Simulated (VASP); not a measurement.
# Co (P6_3/mmc) in VASP: further runs

Aim: see how the results for Co move with the level of theory and the settings. Levels: RPBE+D3(BJ), PBE, BLYP+D3(BJ), BLYP. Tasks: relaxation of cell and atoms, single point.

Everything below comes from runs of VASP 6.6.1. Logs are shortened: lines on timing, memory, paths and dates and some standing lists are left out, and cuts for length are marked.

### Step 1. The cell of the first run

Symmetry: P6_3/mmc, No. 194, hexagonal system. The conventional cell has a = 2.471 Å, b = 2.471 Å, c = 8.088 Å, α = 90.00°, β = 90.00°, γ = 120.00°. Within 3.3 Å of Co (site symmetry -6m2) lie 12 Co at 2.47 Å. Within 3.3 Å of Co (site symmetry -3m) lie 12 Co at 2.47 Å.

### Step 2. Relaxation of cell and atoms, RPBE+D3(BJ), collinear spin, ferromagnetic start

The input, INCAR:

```
  ALGO = Fast
  EDIFF = 1E-7
  EDIFFG = -0.01
  ENCUT = 600
  GGA = RP
  IBRION = 2
  ISIF = 3
  ISMEAR = -1
  ISPIN = 2
  IVDW = 12
  LASPH = T
  LCHARG = F
  LMAXMIX = 4
  LORBIT = 11
  LREAL = F
  LWAVE = F
  MAGMOM = 2 2 2 2
  NELM = 150
  NSW = 60
  PREC = Accurate
  SIGMA = 0.05
```

The input, KPOINTS:

```
k-points
0
Gamma
  12 12 4
```

The input, POSCAR:

```
Co
1.0
    2.4705617809      0.0000000000      0.0000000000
   -1.2352808905      2.1395692639      0.0000000000
    0.0000000000      0.0000000000      8.0882338000
Co
4
Direct
    0.6666666667      0.3333333333      0.7500000000
    0.0000000000      0.0000000000      0.5000000000
    0.3333333333      0.6666666667      0.2500000000
    0.0000000000      0.0000000000      0.0000000000
```

Potentials or basis: VASP PAW PBE potentials, release 64 (Co).

Command:

```
$ cat potpaw_PBE.64/Co/POTCAR > POTCAR
$ mpirun -np 1 vasp_std > vasp.out
```

OUTCAR:

```text
EDIFF = 1E-7
   EDIFFG = -0.01
   ENCUT = 600
   GGA = RP
   IBRION = 2
   ISIF = 3
   ISMEAR = -1
   ISPIN = 2
   IVDW = 12
   LASPH = T
   LORBIT = 11
   LREAL = F
   NELM = 150
   NSW = 60
   PREC = Accurate
 IVDW          = 12

 ion  position               nearest neighbor table
   1  0.667  0.333  0.750-   2 2.47   4 2.47   2 2.47   4 2.47   2 2.47   4 2.47
   2  0.000  0.000  0.500-   1 2.47   3 2.47   1 2.47   3 2.47   1 2.47   3 2.47
   3  0.333  0.667  0.250-   2 2.47   4 2.47   2 2.47   4 2.47   2 2.47   4 2.47
   4  0.000  0.000  0.000-   1 2.47   3 2.47   1 2.47   3 2.47   1 2.47   3 2.47

  LATTYP: Found a hexagonal cell.
 ALAT       =     2.4705617809
 C/A-ratio  =     3.2738439745

  Lattice vectors:

 A1 = (   2.4705617809,   0.0000000000,   0.0000000000)
 A2 = (  -1.2352808905,   2.1395692639,   0.0000000000)
 A3 = (   0.0000000000,   0.0000000000,   8.0882338000)

Analysis of symmetry for initial positions (statically):
=====================================================================
 Subroutine PRICEL returns:
 Original cell was already a primitive cell.

 Routine SETGRP: Setting up the symmetry group for a
 hexagonal supercell.

 Subroutine GETGRP returns: Found 24 space group operations
 (whereof 12 operations were pure point group operations)
 out of a pool of 24 trial point group operations.

The static configuration has the point symmetry D_3d.
 The point group associated with its full space group is D_6h.

Analysis of symmetry for dynamics (positions and initial velocities):
=====================================================================
 Subroutine PRICEL returns:
 Original cell was already a primitive cell.

 Routine SETGRP: Setting up the symmetry group for a
 hexagonal supercell.

 Subroutine GETGRP returns: Found 24 space group operations
 (whereof 12 operations were pure point group operations)
 out of a pool of 24 trial point group operations.

The dynamic configuration has the point symmetry D_3d.
 The point group associated with its full space group is D_6h.

Analysis of structural, dynamic, and magnetic symmetry:
=====================================================================
 Subroutine PRICEL returns:
 Original cell was already a primitive cell.

 Routine SETGRP: Setting up the symmetry group for a
 hexagonal supercell.

 Subroutine GETGRP returns: Found 24 space group operations
 (whereof 12 operations were pure point group operations)
 out of a pool of 24 trial point group operations.

The overall configuration has the point symmetry D_3d.
 The point group associated with its full space group is D_6h.

 Subroutine INISYM returns: Found 24 space group operations
 (whereof 12 operations are pure point group operations),
 and found     1 'primitive' translations

----------------------------------------------------------------------------------------

                                     Primitive cell

  volume of cell :      42.7539

  direct lattice vectors                    reciprocal lattice vectors
     2.470561781  0.000000000  0.000000000     0.404766239  0.233691897  0.000000000
    -1.235280890  2.139569264  0.000000000     0.000000000  0.467383794  0.000000000
     0.000000000  0.000000000  8.088233800     0.000000000  0.000000000  0.123636386

  length of vectors
     2.470561781  2.470561781  8.088233800     0.467383794  0.467383794  0.123636386

  position of ions in fractional coordinates (direct lattice)
     0.666666667  0.333333333  0.750000000
     0.000000000  0.000000000  0.500000000
     0.333333333  0.666666667  0.250000000
     0.000000000  0.000000000  0.000000000

  ion indices of the primitive-cell ions
   primitive index   ion index
                 1           1
                 2           2
                 3           3
                 4           4

----------------------------------------------------------------------------------------

 KPOINTS: k-points

Automatic generation of k-mesh.
 Grid dimensions read from file:
 generate k-points for:   12   12    4

 Generating k-lattice:

  Cartesian coordinates                     Fractional coordinates (reciprocal lattice)
     0.033730520  0.019474325  0.000000000     0.083333333  0.000000000  0.000000000
     0.000000000  0.038948649  0.000000000     0.000000000  0.083333333  0.000000000
     0.000000000  0.000000000  0.030909097     0.000000000  0.000000000  0.250000000

  Length of vectors
     0.038948649  0.038948649  0.030909097

  Shift w.r.t. Gamma in fractional coordinates (k-lattice)
     0.000000000  0.000000000  0.000000000

 Subroutine IBZKPT returns following result:
 ===========================================

 Found     57 irreducible k-points:

 Following reciprocal coordinates:
            Coordinates               Weight
  0.000000  0.000000  0.000000      1.000000
  0.083333  0.000000  0.000000      6.000000
  0.166667 -0.000000  0.000000      6.000000
  0.250000  0.000000  0.000000      6.000000
  0.333333  0.000000  0.000000      6.000000
  0.416667  0.000000  0.000000      6.000000
[... 16 lines left out ...]
  0.250000  0.000000  0.250000     12.000000
  0.333333  0.000000  0.250000     12.000000
 [... further k-points ...]
   k-points           NKPTS =     57   k-points in BZ     NKDIM =     57   number of bands    NBANDS=     26
   number of dos      NEDOS =    301   number of ions     NIONS =      4
   total plane-waves  NPLWV =  28000
   dimension x,y,z NGX =    20 NGY =   20 NGZ =   70
   dimension x,y,z NGXF=    40 NGYF=   40 NGZF=  140
   ions per type =               4
   NGX,Y,Z   is equivalent  to a cutoff of  13.46, 13.46, 14.39 a.u.
   NGXF,Y,Z  is equivalent  to a cutoff of  26.92, 26.92, 28.78 a.u.
 SYSTEM =  unknown system
   PREC   = accura    normal or accurate (medium, high low for compatibility)
   ISTART =      0    job   : 0-new  1-cont  2-samecut
   ICHARG =      2    charge: 1-file 2-atom 10-const
   ISPIN  =      2    spin polarized calculation?
   LNONCOLLINEAR =      F non collinear calculations
   LSORBIT =      F    spin-orbit coupling
   LASPH  =      T    aspherical Exc in radial PAW
   ENCUT  =  600.0 eV  44.10 Ry    6.64 a.u.   4.93  4.93 16.15*2*pi/ulx,y,z
   NELM   =    150;   NELMIN=  2; NELMDL= -5     # of ELM steps
   EDIFF  = 0.1E-06   stopping-criterion for ELM
   LREAL  =      F    real-space projection
   EDIFFG = -.1E-01   stopping-criterion for IOM
   NSW    =     60    number of steps for IOM
   IBRION =      2    ionic relax: 0-MD 1-quasi-New 2-CG
   NFREE  =      1    steps in history (QN), initial steepest desc. (CG)
   ISIF   =      3    stress and relaxation
   ISYM   =      2    0-nonsym 1-usesym 2-fastsym
   POTIM  = 0.5000    time-step for ionic-motion
   TEBEG  =    0.0;   TEEND  =   0.0 temperature during run
   PSTRESS=    0.0 pullay stress
   NELECT =      36.0000    total number of electrons
   NUPDOWN=      -1.0000    fix difference up-down
   EMIN   =  10.00;   EMAX   =-10.00  energy-range for DOS
   EFERMI =   0.00;   METHOD = LEGACY
   ISMEAR =    -1;   SIGMA  =   0.05  broadening in eV -4-tet -1-fermi 0-gaus
   EFERMI_NEDOS =   21; number of points for ismear=-14 and -15
   IALGO  =     68    algorithm
   IMIX   =      4    mixing-type and parameters
     AMIX     =   0.40;   BMIX     =  1.00
     AMIX_MAG =   1.60;   BMIX_MAG =  1.00
  volume/ion in A,a.u.               =      10.69        72.13
  Fermi-wavevector in a.u.,A,eV,Ry     =   1.545908  2.921343 32.515647  2.389833
  Thomas-Fermi vector in A             =   2.651220
   LORBIT       =     11    0 simple, 1 ext, 2 COOP (PROOUT), +10 PAW based schemes
   GGA     = RP    functional components
   LHFCALC =     F    Hartree Fock is set to
   AEXX    =    0.0000 exact exchange contribution
   IVDW    =    12    specifies the selected vdW correction
   LEPSILON=     F    determine dielectric tensor
   LRPA    =     F    only Hartree local field effects (RPA)
 conjugate gradient relaxation of ions
 spin polarized calculation
 RMM-DIIS sequential band-by-band and
  energy-cutoff  :      600.00
  volume of cell :       42.75
 maximum number of plane-waves:      1473
 NGX is ok and might be reduce to    20
   NGX =  9   NGY =  9   NGZ = 33

--------------------------------------- Ionic step        1  -------------------------------------------

 number of electron      36.0000004 magnetization       6.6182010

 Free energy of the ion-electron system (eV)
  ---------------------------------------------------
  ext. energy  EPLUGINS =         0.00000000
  ---------------------------------------------------
  free energy    TOTEN  =       -25.99548822 eV

  energy without entropy =      -25.96235543  energy(sigma->0) =      -25.97892182

------------------------ aborting loop because EDIFF is reached ----------------------------------------

 Edisp (eV)   -8.58796

 E8    (eV) :    -5.5724

  FORCE on cell =-STRESS in cart. coord.  units (eV):
  Direction    XX          YY          ZZ          XY          YZ          ZX
  --------------------------------------------------------------------------------------
  -------------------------------------------------------------------------------------
  Total      -5.30798    -5.30798    -6.35019     0.00000    -0.00000     0.00000
  in kB    -198.91324  -198.91324  -237.96952     0.00000    -0.00000     0.00000
  external pressure =     -211.93 kB  Pullay stress =        0.00 kB
[... 103 lines left out ...]
  FREE ENERGIE OF THE ION-ELECTRON SYSTEM (eV)
  ---------------------------------------------------
  free  energy   TOTEN  =       -34.8697809756 eV

  energy  without entropy=      -34.8378476069  energy(sigma->0) =      -34.85381429

[... ionic steps 4 to 7 ...]

--------------------------------------- Ionic step        8  -------------------------------------------

 number of electron      35.9999996 magnetization       6.1506722

------------------------ aborting loop because EDIFF is reached ----------------------------------------

 Edisp (eV)   -9.41105

 E8    (eV) :    -6.0877
[... 73 lines left out ...]
  energy  without entropy=      -34.8388204536  energy(sigma->0) =      -34.85465092

--------------------------------------- Ionic step       10  -------------------------------------------

 number of electron      35.9999996 magnetization       6.1490416

 Free energy of the ion-electron system (eV)
  ---------------------------------------------------
  ext. energy  EPLUGINS =         0.00000000
  ---------------------------------------------------
  free energy    TOTEN  =       -25.45282945 eV

  energy without entropy =      -25.42114268  energy(sigma->0) =      -25.43698606

 E-fermi :  12.1263     XC(G=0): -13.9694

 val. band max:       12.1136477092   @ k =   0.2500   0.1667   0.2500
 cond. band min:      12.1353815688   @ k =   0.2500   0.0000   0.0000
 fundamental gap:      0.0217338596
 Fermi energy:        12.1262503292

 spin component 1

 k-point     1 :       0.0000    0.0000    0.0000
  band No.  band energies     occupation
      1       2.5029      1.00000
      2       4.8851      1.00000
      3       4.9101      1.00000
      4       6.3923      1.00000
      5       8.8757      1.00000
      6       8.9121      1.00000
[... 685 lines left out ...]
     25      21.5058      0.00000
     26      22.9171      0.00000

 [... further k-points ...]

 spin component 2

 k-point     1 :       0.0000    0.0000    0.0000
  band No.  band energies     occupation
      1       2.4843      1.00000
      2       4.9601      1.00000
      3       4.9621      1.00000
      4       7.2710      1.00000
      5      10.1460      1.00000
      6      10.2106      1.00000
[... 685 lines left out ...]
     25      22.0913      0.00000
     26      23.4964      0.00000

 [... further k-points ...]

------------------------ aborting loop because EDIFF is reached ----------------------------------------

 Edisp (eV)   -9.41766

 E8    (eV) :    -6.0918

  FORCE on cell =-STRESS in cart. coord.  units (eV):
  Direction    XX          YY          ZZ          XY          YZ          ZX
  --------------------------------------------------------------------------------------
  -------------------------------------------------------------------------------------
  Total       0.00240     0.00240     0.01139    -0.00000    -0.00000     0.00000
  in kB       0.09916     0.09916     0.47002    -0.00000    -0.00000     0.00000
  external pressure =        0.22 kB  Pullay stress =        0.00 kB
[... 19 lines left out ...]
  FREE ENERGIE OF THE ION-ELECTRON SYSTEM (eV)
  ---------------------------------------------------
  free  energy   TOTEN  =       -34.8704906732 eV

  energy  without entropy=      -34.8388039091  energy(sigma->0) =      -34.85464729

 reached required accuracy - stopping structural energy minimisation

 total charge

# of ion       s       p       d       tot
------------------------------------------
    1        0.542   0.631   7.341   8.515
    2        0.543   0.627   7.350   8.520
    3        0.542   0.631   7.341   8.515
    4        0.543   0.627   7.350   8.520
--------------------------------------------------
tot          2.169   2.517  29.384  34.070

 magnetization (x)

# of ion       s       p       d       tot
------------------------------------------
    1       -0.017  -0.058   1.622   1.548
    2       -0.017  -0.055   1.596   1.525
    3       -0.017  -0.058   1.622   1.548
    4       -0.017  -0.055   1.596   1.525
--------------------------------------------------
tot         -0.067  -0.225   6.437   6.145
```

Run time: 25 min. Hardware: 1 thread of Intel Xeon 8259CL, shared host; peak memory 0.29 GiB.

Results:

```
Free energy                                           : -34.8705 eV
Relaxed volume                                        : 9.71 Å³/atom
Relaxed cell                                          : a = 2.400 Å, b = 2.400 Å, c = 7.785 Å, α = 90.00°, β = 90.00°, γ = 120.00°
Space group after relaxing (to 0.1 Å)                 : P6_3/mmc (No. 194)
Energy gained by relaxing                             : 71.8 meV/atom
Ionic steps                                           : 10
Pressure after relaxing                               : 0.0 GPa
Net moment                                            : 6.15 μB per cell
Site moments                                          : Co +1.55, +1.52 (each value once) μB
Valence electrons inside the program's atomic spheres : Co 8.52
Dispersion energy per atom                            : -2.354 eV
```

Step by step:
```csv
step,energy change (eV),largest force (eV/Å),pressure (GPa),volume (Å³)
1,0.0000,0.0000,-21.19,42.75
2,0.2208,0.0000,42.42,34.59
3,-0.2863,0.0000,-0.87,38.94
4,-0.2867,0.0000,-0.06,38.84
5,-0.2866,0.0000,0.47,38.76
6,-0.2869,0.0000,-0.53,38.90
7,-0.2870,0.0000,-0.17,38.85
8,-0.2870,0.0000,-0.20,38.86
9,-0.2870,0.0000,0.12,38.81
10,-0.2870,0.0000,0.02,38.83
```

Final structure:
```yaml
crystal:
  lattice:
    - [2.39981, 0.00000, 0.00000]
    - [-1.19991, 2.07830, 0.00000]
    - [0.00000, 0.00000, 7.78492]
  atoms:
    - { symbol: Co, position: [0.66667, 0.33333, 0.75000] }
    - { symbol: Co, position: [0.00000, 0.00000, 0.50000] }
    - { symbol: Co, position: [0.33333, 0.66667, 0.25000] }
    - { symbol: Co, position: [0.00000, 0.00000, 0.00000] }
```

Caveat: the dispersion term is far too large for a dense solid, which distorts pressure and volume; the PAW data sets were made with another functional, which shifts forces and pressure a little.

(Part 1 of 2 ends here.)
